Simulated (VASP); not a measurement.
# PtSe2: single point with r2SCAN

PtSe2:

```
Pt Se
1.0
     3.64313    0.00000    0.00000
    -1.82157    3.15505    0.00000
     0.00000    0.00000    5.89172
Pt Se
1 2
Direct
  0.00000 0.00000 0.00000
  0.66667 0.33333 0.77680
  0.33333 0.66667 0.22320
```

This cell differs from its parent crystal: biaxial strain in the a-b plane: -2.0 %.

```yaml
Program: VASP 6.6.1
Task: single point
Functional: r2SCAN
Potentials_or_basis: VASP PAW PBE potentials, release 64 (Pt, Se)
Cutoff: 520 eV
k_mesh: 12 × 12 × 6
Occupations: gaussian, width 0.02 eV
Spin: no spin polarisation
```

| Item | Value |
| --- | --- |
| Pressure | 5.2 GPa |
| Largest force | 0.480 eV/Å |
| Band gap on the k mesh | 0.75 eV (least direct gap 1.07 eV) |

Forces in eV/Å, atoms in the order of the input:
```
Pt   0.000  0.000  0.000
Se   0.000  0.000 -0.480
Se   0.000  0.000  0.480
```

Stress tensor (GPa, compression positive):
```
6.14 0.00 0.00
0.00 6.14 0.00
0.00 0.00 3.25
```

Levels at points of the mesh, in eV from the valence-band top:
```
           k point  band 8  band 9  band 10  band 11  band 12  band 13  band 14  band 15
(0.00, 0.00, 0.00)   -2.22   -0.45    -0.45    -0.08     2.68     2.68     5.20     5.45
(0.50, 0.00, 0.00)   -3.01   -2.71    -2.56    -2.54     1.83     2.73     5.23     6.48
(0.00, 0.00, 0.50)   -2.18   -1.50    -0.56    -0.56     2.92     2.92     5.71     7.10
(0.50, 0.00, 0.50)   -3.11   -2.73    -2.36    -1.59     2.27     2.45     4.69     5.78
```

Run time: 6.4 min on 1 thread of AMD EPYC 7R13 Processor (Zen 3), with other jobs on the host, peak memory 0.25 GiB.

Caveat: the cell differs from its parent crystal (biaxial strain in the a-b plane: -2.0 %); the cell stands under pressure; the PAW data sets were made with another functional, which shifts forces and pressure a little; spin-orbit coupling is left out, which moves the levels of the heavy elements. A k mesh can miss the band edges.
